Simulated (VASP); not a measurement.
# Mo (Im-3m) in VASP: further runs

Mo is run at these levels: r2SCAN; tasks: single point.

Program: VASP 6.6.1. These are calculated values, not measurements. Logs are shortened: lines on timing, memory, paths and dates and some standing lists are left out, and cuts for length are marked.

### Step 1. The cell of the first run

Symmetry: Im-3m, No. 229, cubic system. The conventional cell has a = 3.032 Å, b = 3.032 Å, c = 3.032 Å, α = 90.00°, β = 90.00°, γ = 90.00°. Within 3.5 Å of Mo (site symmetry m-3m) lie 14 Mo at 2.63 to 3.03 Å.

### Step 2. Single point, r2SCAN

The input, POSCAR:

```
Mo
1.0
   -1.5157930556      1.5157930556      1.5157930556
    1.5157930556     -1.5157930556      1.5157930556
    1.5157930556      1.5157930556     -1.5157930556
Mo
1
Direct
    0.0000000000      0.0000000000      0.0000000000
```

The input, INCAR.step1:

```
SYSTEM = Mo
PREC = Accurate
ENCUT = 520
ISMEAR = 0
SIGMA = 0.1
LREAL = .FALSE.
LASPH = .TRUE.
NELM = 60
NBANDS = 13
GGA = PE
ALGO = Normal
EDIFF = 1E-4
LWAVE = .TRUE.
LCHARG = .FALSE.
```

The input, INCAR.step2:

```
SYSTEM = Mo
PREC = Accurate
ENCUT = 520
EDIFF = 1E-6
ISMEAR = 0
SIGMA = 0.1
LREAL = .FALSE.
LASPH = .TRUE.
NELM = 60
ALGO = Normal
ISIF = 2
LWAVE = .FALSE.
LCHARG = .FALSE.
METAGGA = R2SCAN
LMIXTAU = .TRUE.
NBANDS = 13
ISTART = 1
```

The input, KPOINTS:

```
regular mesh
0
G
  18 18 18
  0 0 0
```

Potentials or basis: VASP PAW PBE potentials, release 64 (Mo_sv).

Run with:

```bash
> cat potpaw_PBE.64/Mo_sv/POTCAR > POTCAR
> cp INCAR.step1 INCAR
> mpirun -np 1 vasp_std > vasp.out
> cp INCAR.step2 INCAR
> mpirun -np 1 vasp_std > vasp.out
```

OUTCAR:

```text
SYSTEM = Mo
   PREC = Accurate
   ENCUT = 520
   EDIFF = 1E-6
   ISMEAR = 0
   LREAL = .FALSE.
   LASPH = .TRUE.
   NELM = 60
   ISIF = 2
   METAGGA = R2SCAN
   ISTART = 1

 ion  position               nearest neighbor table
   1  0.000  0.000  0.000-

  LATTYP: Found a body centered cubic cell.
 ALAT       =     3.0315861112

  Lattice vectors:

 A1 = (  -1.5157930556,   1.5157930556,   1.5157930556)
 A2 = (   1.5157930556,  -1.5157930556,   1.5157930556)
 A3 = (   1.5157930556,   1.5157930556,  -1.5157930556)

Analysis of symmetry for initial positions (statically):
=====================================================================
 Subroutine PRICEL returns:
 Original cell was already a primitive cell.

 Routine SETGRP: Setting up the symmetry group for a
 body centered cubic supercell.

 Subroutine GETGRP returns: Found 48 space group operations
 (whereof 48 operations were pure point group operations)
 out of a pool of 48 trial point group operations.

The static configuration has the point symmetry O_h .

Analysis of symmetry for dynamics (positions and initial velocities):
=====================================================================
 Subroutine PRICEL returns:
 Original cell was already a primitive cell.

 Routine SETGRP: Setting up the symmetry group for a
 body centered cubic supercell.

 Subroutine GETGRP returns: Found 48 space group operations
 (whereof 48 operations were pure point group operations)
 out of a pool of 48 trial point group operations.

The dynamic configuration has the point symmetry O_h .

 Subroutine INISYM returns: Found 48 space group operations
 (whereof 48 operations are pure point group operations),
 and found     1 'primitive' translations

----------------------------------------------------------------------------------------

                                     Primitive cell

  volume of cell :      13.9309

  direct lattice vectors                    reciprocal lattice vectors
    -1.515793056  1.515793056  1.515793056     0.000000000  0.329860332  0.329860332
     1.515793056 -1.515793056  1.515793056     0.329860332  0.000000000  0.329860332
     1.515793056  1.515793056 -1.515793056     0.329860332  0.329860332  0.000000000

  length of vectors
     2.625430586  2.625430586  2.625430586     0.466492955  0.466492955  0.466492955

  position of ions in fractional coordinates (direct lattice)
     0.000000000  0.000000000  0.000000000

  ion indices of the primitive-cell ions
   primitive index   ion index
                 1           1

----------------------------------------------------------------------------------------

 KPOINTS: regular mesh

Automatic generation of k-mesh.
 Grid dimensions read from file:
 generate k-points for:   18   18   18

 Generating k-lattice:

  Cartesian coordinates                     Fractional coordinates (reciprocal lattice)
     0.000000000  0.018325574  0.018325574     0.055555556  0.000000000  0.000000000
     0.018325574  0.000000000  0.018325574     0.000000000  0.055555556  0.000000000
     0.018325574  0.018325574  0.000000000     0.000000000  0.000000000  0.055555556

  Length of vectors
     0.025916275  0.025916275  0.025916275

  Shift w.r.t. Gamma in fractional coordinates (k-lattice)
     0.000000000  0.000000000  0.000000000

 Subroutine IBZKPT returns following result:
 ===========================================

 Found    195 irreducible k-points:

 Following reciprocal coordinates:
            Coordinates               Weight
  0.000000  0.000000  0.000000      1.000000
  0.055556  0.000000  0.000000     12.000000
  0.111111  0.000000  0.000000     12.000000
  0.166667  0.000000  0.000000     12.000000
  0.222222  0.000000  0.000000     12.000000
  0.277778  0.000000  0.000000     12.000000
[... 16 lines left out ...]
  0.333333  0.111111 -0.000000     48.000000
  0.388889  0.111111 -0.000000     48.000000
 [... further k-points ...]
   k-points           NKPTS =    195   k-points in BZ     NKDIM =    195   number of bands    NBANDS=     13
   number of dos      NEDOS =    301   number of ions     NIONS =      1
   total plane-waves  NPLWV =   8000
   dimension x,y,z NGX =    20 NGY =   20 NGZ =   20
   dimension x,y,z NGXF=    40 NGYF=   40 NGZF=   40
   ions per type =               1
   NGX,Y,Z   is equivalent  to a cutoff of  12.66, 12.66, 12.66 a.u.
   NGXF,Y,Z  is equivalent  to a cutoff of  25.33, 25.33, 25.33 a.u.
 SYSTEM =  Mo
   PREC   = accura    normal or accurate (medium, high low for compatibility)
   ISTART =      1    job   : 0-new  1-cont  2-samecut
   ICHARG =      0    charge: 1-file 2-atom 10-const
   ISPIN  =      1    spin polarized calculation?
   LNONCOLLINEAR =      F non collinear calculations
   LSORBIT =      F    spin-orbit coupling
   LASPH  =      T    aspherical Exc in radial PAW
   ENCUT  =  520.0 eV  38.22 Ry    6.18 a.u.   4.88  4.88  4.88*2*pi/ulx,y,z
   NELM   =     60;   NELMIN=  2; NELMDL=  0     # of ELM steps
   EDIFF  = 0.1E-05   stopping-criterion for ELM
   LREAL  =      F    real-space projection
   EDIFFG = 0.1E-04   stopping-criterion for IOM
   NSW    =      0    number of steps for IOM
   IBRION =     -1    ionic relax: 0-MD 1-quasi-New 2-CG
   NFREE  =      0    steps in history (QN), initial steepest desc. (CG)
   ISIF   =      2    stress and relaxation
   ISYM   =      2    0-nonsym 1-usesym 2-fastsym
   POTIM  = 0.5000    time-step for ionic-motion
   TEBEG  =    0.0;   TEEND  =   0.0 temperature during run
   PSTRESS=    0.0 pullay stress
   NELECT =      14.0000    total number of electrons
   NUPDOWN=      -1.0000    fix difference up-down
   EMIN   =  10.00;   EMAX   =-10.00  energy-range for DOS
   EFERMI =   0.00;   METHOD = LEGACY
   ISMEAR =     0;   SIGMA  =   0.10  broadening in eV -4-tet -1-fermi 0-gaus
   EFERMI_NEDOS =   21; number of points for ismear=-14 and -15
   IALGO  =     38    algorithm
   IMIX   =      4    mixing-type and parameters
     AMIX     =   0.40;   BMIX     =  1.00
     AMIX_MAG =   1.60;   BMIX_MAG =  1.00
  volume/ion in A,a.u.               =      13.93        94.01
  Fermi-wavevector in a.u.,A,eV,Ry     =   1.639800  3.098773 36.585313  2.688945
  Thomas-Fermi vector in A             =   2.730545
   LORBIT       =      0    0 simple, 1 ext, 2 COOP (PROOUT), +10 PAW based schemes
   METAGGA = R2SCAN    functional components
   LHFCALC =     F    Hartree Fock is set to
   AEXX    =    0.0000 exact exchange contribution
   IVDW    =     0    specifies the selected vdW correction
   LEPSILON=     F    determine dielectric tensor
   LRPA    =     F    only Hartree local field effects (RPA)
 non-spin polarized calculation
 Gauss-broadening in eV      SIGMA  =   0.10
  energy-cutoff  :      520.00
  volume of cell :       13.93
 maximum number of plane-waves:       388
   NGX =  9   NGY =  9   NGZ =  9

 number of electron      14.0000004 magnetization

 Free energy of the ion-electron system (eV)
  ---------------------------------------------------
  ext. energy  EPLUGINS =         0.00000000
  ---------------------------------------------------
  free energy    TOTEN  =       -25.86937545 eV

  energy without entropy =      -25.86787401  energy(sigma->0) =      -25.86862473

 E-fermi :  14.5465     XC(G=0): -15.3839

 val. band max:       14.5007886777   @ k =  -0.3889   0.4444   0.2778
 cond. band min:      14.5694272617   @ k =  -0.3333   0.3889   0.2778
 fundamental gap:      0.0686385840
 Fermi energy:        14.5464879704

 k-point     1 :       0.0000    0.0000    0.0000
  band No.  band energies     occupation
      1     -48.7875      2.00000
      2     -20.9153      2.00000
      3     -20.9153      2.00000
      4     -20.9153      2.00000
      5       6.5254      2.00000
      6      12.8304      2.00000
      7      12.8304      2.00000
      8      12.8304      2.00000
      9      16.6050      0.00000
     10      16.6050      0.00000
     11      30.1335      0.00000
     12      30.1335      0.00000
     13      30.1335      0.00000

 k-point     2 :       0.0556    0.0000    0.0000
  band No.  band energies     occupation
      1     -48.7742      2.00000
      2     -20.9858      2.00000
      3     -20.9363      2.00000
      4     -20.9160      2.00000
      5       6.6903      2.00000
      6      12.7315      2.00000
      7      12.8130      2.00000
      8      12.9869      2.00000
      9      16.4480      0.00000
     10      16.6043      0.00000
     11      30.2683      0.00000
     12      30.4119      0.00000
     13      30.5064      0.00000

 k-point     3 :       0.1111    0.0000    0.0000
  band No.  band energies     occupation
      1     -48.7355      2.00000
      2     -21.1862      2.00000
      3     -20.9964      2.00000
      4     -20.9181      2.00000
      5       7.1550      2.00000
      6      12.4581      2.00000
      7      12.7415      2.00000
      8      13.4497      2.00000
      9      16.1095      0.00000
     10      16.6103      0.00000
     11      30.6047      0.00000
     12      31.2214      0.00000
     13      31.4525      0.00000

 k-point     4 :       0.1667    0.0000    0.0000
  band No.  band energies     occupation
      1     -48.6758      2.00000
      2     -21.4865      2.00000
      3     -21.0875      2.00000
      4     -20.9214      2.00000
      5       7.8163      2.00000
      6      12.0683      2.00000
      7      12.6092      2.00000
      8      14.1986      2.00000
      9      15.8556      0.00000
     10      16.6431      0.00000
     11      30.9074      0.00000
     12      32.4974      0.00000
     13      32.4980      0.00000

 k-point     5 :       0.2222    0.0000    0.0000
  band No.  band energies     occupation
      1     -48.6017      2.00000
      2     -21.8444      2.00000
      3     -21.1974      2.00000
      4     -20.9255      2.00000
      5       8.4527      2.00000
      6      11.6297      2.00000
      7      12.5794      2.00000
      8      15.1983      0.00000
      9      15.8443      0.00000
     10      16.7232      0.00000
     11      30.7821      0.00000
     12      32.9503      0.00000
     13      34.1583      0.00000
[... 257 lines left out ...]
 k-point    22 :       0.2778    0.1111    0.0000
  band No.  band energies     occupation
      1     -48.4256      2.00000
      2     -22.5462      2.00000
      3     -21.4699      2.00000
      4     -21.0230      2.00000
      5       9.1105      2.00000
      6      10.9176      2.00000
      7      13.0657      2.00000
      8      15.9655      0.00000
      9      17.4084      0.00000
     10      18.6712      0.00000
     11      29.5387      0.00000
     12      31.2884      0.00000
     13      36.5004      0.00000

 k-point    23 :       0.3333    0.1111   -0.0000
  band No.  band energies     occupation
      1     -48.3666      2.00000
      2     -22.7750      2.00000
      3     -21.5756      2.00000
      4     -21.0291      2.00000
      5       8.8626      2.00000
      6      10.6673      2.00000
      7      13.9804      2.00000
      8      16.3211      0.00000
      9      17.6286      0.00000
     10      20.0171      0.00000
     11      28.6666      0.00000
     12      29.9967      0.00000
     13      35.1699      0.00000

 k-point    24 :       0.3889    0.1111   -0.0000
  band No.  band energies     occupation
      1     -48.3277      2.00000
      2     -22.9222      2.00000
      3     -21.6444      2.00000
      4     -21.0329      2.00000
      5       8.6589      2.00000
      6      10.5140      2.00000
      7      14.7102      0.02059
      8      16.4877      0.00000
      9      17.9385      0.00000
     10      21.0636      0.00000
     11      28.1000      0.00000
     12      28.8825      0.00000
     13      34.0907      0.00000

 [... further k-points ...]

------------------------ aborting loop because EDIFF is reached ----------------------------------------

  FORCE on cell =-STRESS in cart. coord.  units (eV):
  Direction    XX          YY          ZZ          XY          YZ          ZX
  --------------------------------------------------------------------------------------
  -------------------------------------------------------------------------------------
  Total        3.6433247      3.6433247      3.6433247     -0.0000000     -0.0000000      0.0000000
  in kB      419.0141940    419.0141940    419.0141940     -0.0000000     -0.0000000      0.0000000
  external PRESSURE =     419.0141940 kB  Pullay stress =       0.0000000 kB

 VOLUME and BASIS-vectors are now :
 -----------------------------------------------------------------------------
  energy-cutoff  :      520.00
  volume of cell :       13.93
      direct lattice vectors                 reciprocal lattice vectors
    -1.515793056  1.515793056  1.515793056     0.000000000  0.329860332  0.329860332
     1.515793056 -1.515793056  1.515793056     0.329860332  0.000000000  0.329860332
     1.515793056  1.515793056 -1.515793056     0.329860332  0.329860332  0.000000000

 POSITION                                       TOTAL-FORCE (eV/Angst)
 -----------------------------------------------------------------------------------
      0.00000      0.00000      0.00000        -0.000000      0.000000     -0.000000
 -----------------------------------------------------------------------------------
    total drift:                                0.000000     -0.000000     -0.000000

  FREE ENERGIE OF THE ION-ELECTRON SYSTEM (eV)
  ---------------------------------------------------
  free  energy   TOTEN  =       -25.8693754545 eV

  energy  without entropy=      -25.8678740125  energy(sigma->0) =      -25.86862473
```

Run time: 2.4 min. Hardware: 1 thread of Intel Xeon 8259CL, shared host; peak memory 0.15 GiB.

What came out:

| Quantity | Value |
| --- | --- |
| Free energy | -25.8694 eV |
| Pressure | 41.9 GPa |
| Band gap on the k mesh | zero (bands 7 and 8 overlap by 6.53 eV) |

Levels at points of the mesh, in eV from the Fermi level:
| k point | band 4 | band 5 | band 6 | band 7 | band 8 | band 9 | band 10 | band 11 |
| --- | --- | --- | --- | --- | --- | --- | --- | --- |
| (0.00, 0.00, 0.00) | -35.46 | -8.02 | -1.72 | -1.72 | -1.72 | 2.06 | 2.06 | 15.59 |
| (0.50, 0.00, 0.00) | -35.49 | -6.40 | -4.24 | 2.11 | 2.13 | 2.93 | 5.77 | 12.68 |
| (0.50, 0.50, 0.50) | -36.90 | -6.71 | -6.71 | 4.81 | 4.81 | 4.81 | 10.46 | 10.46 |

Caveat: the cell stands under pressure; the PAW data sets were made with another functional, which shifts forces and pressure a little.

### Step 3. Single point, r2SCAN

This run uses another cell than the first one, of 14.66 Å³/atom.

The input, POSCAR:

```
Mo
1.0
   -1.5417006052      1.5417006052      1.5417006052
    1.5417006052     -1.5417006052      1.5417006052
    1.5417006052      1.5417006052     -1.5417006052
Mo
1
Direct
    0.0000000000      0.0000000000      0.0000000000
```

The input, INCAR.step1:

```
SYSTEM = Mo
PREC = Accurate
ENCUT = 520
ISMEAR = 0
SIGMA = 0.1
LREAL = .False.
LASPH = .True.
NELM = 100
NBANDS = 13
GGA = PE
ALGO = Normal
EDIFF = 1E-4
LWAVE = .True.
LCHARG = .False.
```

The input, INCAR.step2:

```
SYSTEM = Mo
PREC = Accurate
ENCUT = 520
EDIFF = 1E-6
ISMEAR = 0
SIGMA = 0.1
LREAL = .False.
LASPH = .True.
NELM = 100
ALGO = Normal
ISIF = 2
LWAVE = .False.
LCHARG = .False.
METAGGA = R2SCAN
LMIXTAU = .True.
NBANDS = 13
ISTART = 1
```

The input, KPOINTS:

```
regular mesh
0
Gamma
  18 18 18
  0 0 0
```

Potentials or basis: VASP PAW PBE potentials, release 64 (Mo_sv).

Run with:

```bash
> cat potpaw_PBE.64/Mo_sv/POTCAR > POTCAR
> cp INCAR.step1 INCAR
> mpirun -np 1 vasp_std > vasp.out
> cp INCAR.step2 INCAR
> mpirun -np 1 vasp_std > vasp.out
```

It took 2.4 min on 1 thread of Intel Xeon 8259CL, shared host; peak memory 0.16 GiB.

Results (log left out):

| Item | Value |
| --- | --- |
| Free energy | -26.0115 eV |
| Pressure | 21.5 GPa |
| Band gap on the k mesh | zero (bands 7 and 8 overlap by 6.09 eV) |

Levels at points of the mesh, in eV from the Fermi level:
| k point | band 4 | band 5 | band 6 | band 7 | band 8 | band 9 | band 10 | band 11 |
| --- | --- | --- | --- | --- | --- | --- | --- | --- |
| (0.00, 0.00, 0.00) | -35.57 | -7.88 | -1.59 | -1.59 | -1.59 | 1.99 | 1.99 | 15.55 |
| (0.50, 0.00, 0.00) | -35.59 | -6.04 | -3.95 | 1.84 | 2.01 | 2.77 | 5.38 | 12.60 |
| (0.50, 0.50, 0.50) | -36.82 | -6.23 | -6.23 | 4.50 | 4.50 | 4.50 | 10.00 | 10.00 |

Caveat: the cell stands under pressure; the PAW data sets were made with another functional, which shifts forces and pressure a little.

(Continued in part 2 of 2.)

The gap in the log of VASP goes by the Fermi energy; the results here count the filled bands.